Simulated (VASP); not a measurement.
Set up this calculation in VASP 6.6.1, as the native input.

| Item | Value |
| --- | --- |
| Task | single point |
| Functional | PBE |
| Potentials or basis | VASP PAW PBE potentials, release 64 (Co, O) |
| Cutoff | 520 eV |
| k mesh | 10 × 10 × 10 |
| Occupations | fermi-dirac, width 0.05 eV |
| Spin | collinear spin, ferromagnetic start |
| Starting moments | [2.5, 0.0] μB |
| Fixed moment | 2.5 μB |
| Dipole correction | no |
| Further INCAR settings | ALGO = Normal; EDIFF = 1e-07; NBANDS = 18 |

The structure of CoO lies in POSCAR:

```
CoO
1.0
   -1.5080000000      1.5080000000      2.1072475377
    1.5080000000     -1.5080000000      2.1072475377
    1.5080000000      1.5080000000     -2.1072475377
Co O
1 1
Direct
    0.0000000000      0.0000000000      0.0000000000
    0.5000000000      0.5000000000      0.0000000000
```

One way to write it, as run:

INCAR

```
SYSTEM = CoO
ALGO     = Normal         ! electronic algorithm
EDIFF    = 1E-7           ! SCF threshold, eV
ENCUT    = 520            ! plane-wave cutoff, eV
GGA      = PE             ! functional
ISIF     = 2              ! what is computed and relaxed
ISMEAR   = -1             ! smearing method
ISPIN    = 2              ! spin polarisation
LASPH    = .True.         ! aspherical terms in the spheres
LCHARG   = .False.        ! write CHGCAR
LMAXMIX  = 4              ! l up to which the mixer works
LORBIT   = 11             ! projections on sites
LREAL    = .False.        ! projectors in reciprocal space
LWAVE    = .False.        ! write WAVECAR
MAGMOM   = 2.5 0          ! initial moments
NBANDS   = 18             ! bands
NELM     = 150            ! most SCF steps
NUPDOWN  = 2.5            ! fixed moment
PREC     = Accurate       ! precision mode
SIGMA    = 0.05           ! smearing width, eV
```

KPOINTS

```
k-points
0
Gamma
  10 10 10
  0 0 0
```

Potentials or basis: VASP PAW PBE potentials, release 64 (Co, O).

Run with:

```console
$ cat potpaw_PBE.64/Co/POTCAR potpaw_PBE.64/O/POTCAR > POTCAR
$ mpirun -np 1 vasp_std > vasp.out
```

Results of the run:

```json
{
 "Pressure": "-3.9 GPa",
 "Net moment": "2.50 μB per cell",
 "Site moments": "Co +2.27; O +0.19 μB",
 "Valence electrons inside the program's atomic spheres": "Co 7.83; O 4.97"
}
```

Caveat: the cell stands under tension; the total moment is fixed, so each spin has its own Fermi level and the state may be an excited one; a cell with one magnetic atom can't hold antiferromagnetic order, which such compounds often take.

Wall time 56 s on 1 thread of Intel(R) Xeon(R) Platinum 8488C (Sapphire Rapids), on a shared host, peak memory 0.18 GiB.
